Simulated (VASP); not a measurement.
# Nb: single point with BLYP

The system is Nb.

```
Nb
1.0
    -1.62872    1.62872    1.62872
     1.62872   -1.62872    1.62872
     1.62872    1.62872   -1.62872
Nb
1
Cartesian
  0.0000 0.0000 0.0000
```

* Program: VASP 6.6.1
* Task: single point
* Functional: BLYP
* Potentials or basis: VASP PAW PBE potentials, release 64 (Nb_sv)
* Cutoff: 520 eV
* k mesh: 22 × 22 × 22
* Occupations: fermi-dirac, width 0.05 eV
* Spin: collinear spin
* Starting moments: [1.0] μB

- Pressure: 15.7 GPa
- Net moment: 0.00 μB per cell
- Valence electrons inside the program's atomic spheres: Nb 10.87

Levels at points of the mesh, in eV from the Fermi level:
Spin up:
```tsv
k point	band 3	band 4	band 5	band 6	band 7	band 8	band 9	band 10
(0.00, 0.00, 0.00)	-29.54	-29.54	-5.82	0.26	0.26	0.26	3.32	3.32
(0.50, 0.00, 0.00)	-30.03	-29.56	-3.85	-1.84	2.72	3.36	4.06	6.58
(0.50, 0.50, 0.50)	-30.59	-30.59	-3.94	-3.94	5.76	5.76	5.76	9.59
```
Spin down:
```
           k point  band 4  band 5  band 6  band 7  band 8  band 9
(0.00, 0.00, 0.00)  -29.54   -5.82    0.26    0.26    0.26    3.32
(0.50, 0.00, 0.00)  -29.56   -3.85   -1.84    2.72    3.36    4.06
(0.50, 0.50, 0.50)  -30.59   -3.94   -3.94    5.76    5.76    5.76
```

It took 100 s on 1 thread of Intel(R) Xeon(R) Platinum 8488C (Sapphire Rapids), on a shared host, peak memory 0.24 GiB.

Caveat: the cell stands under pressure; the PAW data sets were made with another functional, which shifts forces and pressure a little.
